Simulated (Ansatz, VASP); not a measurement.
NaTaO in VASP and in Ansatz

File INCAR:

```
PREC = Accurate
ENCUT = 600
EDIFF = 1E-7
ISMEAR = 0
SIGMA = 0.2
LREAL = F
LASPH = T
NELM = 120
ALGO = Normal
ISIF = 3
LWAVE = F
LCHARG = F
GGA = PE
IBRION = 2
NSW = 36
EDIFFG = -0.08
GGA_COMPAT = F
NELMIN = 4
```

KPOINTS

```
regular mesh
0
Gamma
  6 6 5
```

Contents of POSCAR:

```
NaTaO
1.0
    3.7477107600      0.0000000000      0.0000000000
   -1.8738553800      3.2456127200      0.0000000000
    0.0000000000      0.0000000000      3.9472649300
Na Ta O
1 1 1
Direct
    0.0000000000      0.0000000000      0.5000000000
    0.6666666700      0.3333333300      0.0000000000
    0.0000000000      0.0000000000      0.0000000000
```

Input for Ansatz:

```yaml
crystal:
  lattice:
    - [3.74771076, 0.0, 0.0]
    - [-1.87385538, 3.24561272, 0.0]
    - [0.0, 0.0, 3.94726493]
  atoms:
    - { symbol: Na, position: [0.0, 0.0, 0.5] }
    - { symbol: Ta, position: [0.66666667, 0.33333333, 0.0] }
    - { symbol: O, position: [0.0, 0.0, 0.0] }
basis:
  ecutwfc: 420
kpoints:
  mp_grid: { grid: [6, 6, 5] }
hamiltonian:
  xc: pbe
scf:
  occupations: { method: gaussian, width: 0.2 }
  lower_state_search: "off"
output:
  forces: true
  stress: true
  eigenvalues: true
relax:
  adjacent_minimum: "off"
  f_tol: 0.08
  max_steps: 16
  cell: { stress_tol: 0.8 }
```

Alike in both runs: task relaxation of cell and atoms; functional PBE; k mesh 6 × 6 × 5; occupations gaussian, width 0.2 eV; no spin polarisation.

```csv
,VASP,Ansatz
version,VASP 6.6.1,Ansatz 0.2.0
potentials or method,"VASP PAW PBE potentials, release 64 (Na_pv, Ta_pv, O), cutoff 600 eV","scalar-relativistic, plane waves, PAW"
valence electrons in the cell,24,28
```

|  | VASP | Ansatz | Ansatz less VASP |
| --- | --- | --- | --- |
| gap on the k mesh at the Fermi level, each at its own relaxed structure (eV) | none | none | - |
| relaxed volume (Å³/atom) | 18.61 | 19.36 | +0.751 |
| relaxed cell length with the largest relative difference (Å) | 5.394 | 5.636 | +0.2423 |

A gap of «none» marks a metal or a gap that the smearing closes. VASP's potentials hold 24 valence electrons a cell and Ansatz's 28, so a difference there can come from the potentials and not from the codes.

Spin-orbit coupling is off throughout. Noted on VASP's run: the volume moved by over 15 % at a fixed basis, so the end points are rough.
